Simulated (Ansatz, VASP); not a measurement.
# One calculation of In5O, two programs

The input INCAR:

```
PREC     = Accurate       # precision mode
ENCUT    = 600            # plane-wave cutoff, eV
EDIFF    = 1E-6           # SCF threshold, eV
ISMEAR   = 0              # smearing method
SIGMA    = 0.1            # smearing width, eV
LREAL    = False          # projectors in reciprocal space
LASPH    = True           # aspherical terms in the spheres
NELM     = 80             # most SCF steps
ALGO     = Normal         # electronic algorithm
ISIF     = 3              # what is computed and relaxed
LWAVE    = False          # write WAVECAR
LCHARG   = False          # write CHGCAR
GGA      = PE             # functional
IBRION   = 2              # ionic algorithm
NSW      = 100            # ionic steps
EDIFFG   = -0.01          # ionic threshold
```

KPOINTS

```
regular mesh
0
Gamma
  8 8 8
```

Contents of POSCAR:

```
In5O
1.0
    0.0000000000      4.2809169971      4.2809169971
    4.2809169971      0.0000000000      4.2809169971
    4.2809169971      4.2809169971      0.0000000000
In O
5 1
Direct
    0.3745877030      0.3745877030      0.8762368911
    0.3745877030      0.8762368911      0.3745877030
    0.8762368911      0.3745877030      0.3745877030
    0.3745877030      0.3745877030      0.3745877030
    0.7500000000      0.7500000000      0.7500000000
    0.0000000000      0.0000000000      0.0000000000
```

Input for Ansatz:

```yaml
crystal:
  lattice:
    - [0.0, 4.2809169971, 4.2809169971]
    - [4.2809169971, 0.0, 4.2809169971]
    - [4.2809169971, 4.2809169971, 0.0]
  atoms:
    - { symbol: In, position: [0.374587703, 0.374587703, 0.8762368911] }
    - { symbol: In, position: [0.374587703, 0.8762368911, 0.374587703] }
    - { symbol: In, position: [0.8762368911, 0.374587703, 0.374587703] }
    - { symbol: In, position: [0.374587703, 0.374587703, 0.374587703] }
    - { symbol: In, position: [0.75, 0.75, 0.75] }
    - { symbol: O, position: [0.0, 0.0, 0.0] }
basis:
  ecutwfc: 420
kpoints:
  mp_grid: { grid: [8, 8, 8] }
hamiltonian:
  xc: pbe
scf:
  occupations: { method: gaussian, width: 0.1 }
output:
  forces: true
  stress: true
  eigenvalues: true
  write_density: true
  write_potential: true
  elf: true
  volumetric_format: npy
relax:
  adjacent_minimum: "off"
  f_tol: 0.01
  max_steps: 80
  cell: { stress_tol: 0.05 }
```

Change from the starting cell: species swapped into the TmCu5 type (F-43m, No. 216).

Alike in both runs: task relaxation of cell and atoms; functional PBE; k mesh 8 × 8 × 8; occupations gaussian, width 0.1 eV; no spin polarisation.

|  | VASP | Ansatz |
| --- | --- | --- |
| version | VASP 6.6.1 | Ansatz 0.2.0 |
| potentials or method | VASP PAW PBE potentials, release 64 (In_d, O), cutoff 600 eV | scalar-relativistic, plane waves, PAW |
| valence electrons in the cell | 71 | 71 |

Ansatz gave:

| Quantity | Value |
| --- | --- |
| gap on the k mesh at the Fermi level, each at its own relaxed structure (eV) | none |
| relaxed volume (Å³/atom) | 26.35 |
| relaxed cell length with the largest relative difference (Å) | 6.069 |

Estimate VASP's values.

gap on the k mesh at the Fermi level, each at its own relaxed structure (eV): none; relaxed volume (Å³/atom): 26.29; relaxed cell length with the largest relative difference (Å): 6.065.

A gap of «none» marks a metal or a gap that the smearing closes.
